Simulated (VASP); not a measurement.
A run of VASP 6.6.1 is set up as follows.

Contents of INCAR:

```
PREC     = Accurate       # precision mode
ENCUT    = 520            # plane-wave cutoff, eV
EDIFF    = 1E-8           # SCF threshold, eV
ISMEAR   = 1              # smearing method
SIGMA    = 0.1            # smearing width, eV
LREAL    = F              # projectors in reciprocal space
LASPH    = T              # aspherical terms in the spheres
NELM     = 100            # most SCF steps
ALGO     = Normal         # electronic algorithm
ISIF     = 2              # what is computed and relaxed
LWAVE    = F              # write WAVECAR
LCHARG   = F              # write CHGCAR
NBANDS   = 21             # bands
IBRION   = 8              # ionic algorithm
NSW      = 1              # ionic steps
```

File KPOINTS:

```
regular mesh
0
Gamma
  16 16 8
```

File POSCAR:

```
Ru
1.0
    2.7058000000      0.0000000000      0.0000000000
   -1.3529000000      2.3432920000      0.0000000000
    0.0000000000      0.0000000000      4.2819000000
Ru
2
Direct
    0.3333333333      0.6666666667      0.2500000000
    0.6666666667      0.3333333333      0.7500000000
```

Potentials or basis: VASP PAW LDA potentials, release 64 (Ru_pv).

Run with:

```sh
$ cat potpaw_LDA.64/Ru_pv/POTCAR > POTCAR
$ mpirun -np 1 vasp_std > vasp.out
```

Problem. Estimate the highest phonon frequency at Γ.

Solution. 240 cm⁻¹.

Phonon frequencies in cm⁻¹ (negative: imaginary):
```tsv
q point	frequencies
(0.000, 0.000, 0.000)	0 0 0 193 193 240
```

Caveat: the cell stands under pressure or tension, which shifts response properties.
